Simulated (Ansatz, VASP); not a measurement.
Si2P3 in VASP and in Ansatz

```
Si P
1.0
    -2.30971    2.30971    5.37669
     2.30971   -2.30971    5.37669
     2.30971    2.30971   -5.37669
Si P
2 3
Direct
  0.20204 0.20204 0.00000
  0.79796 0.79796 0.00000
  0.75000 0.25000 0.50000
  0.25000 0.75000 0.50000
  0.00000 0.00000 0.00000
```

Alike in both runs: functional PBE; k mesh 6 × 6 × 6; occupations gaussian, width 0.1 eV; no spin polarisation.

Ansatz relaxed the structure, and its values are those at the end. VASP's run is a single point on that final structure, the one shown.

```csv
,VASP,Ansatz
version,VASP 6.6.1,Ansatz 0.2.0
potentials or method,"VASP PAW PBE potentials, release 64 (Si, P), cutoff 520 eV","scalar-relativistic, plane waves, PAW"
valence electrons in the cell,23,23
```

VASP gave:

```
gap on the k mesh at the Fermi level (eV) : none
pressure (GPa)                            : 0.0
rms of the force components (eV/Å)        : 0.003
```

Question: What did Ansatz give for the same quantities?

Answer: gap on the k mesh at the Fermi level (eV): none; pressure (GPa): 0.1; rms of the force components (eV/Å): 0.009.

A gap of «none» marks a metal or a gap that the smearing closes.
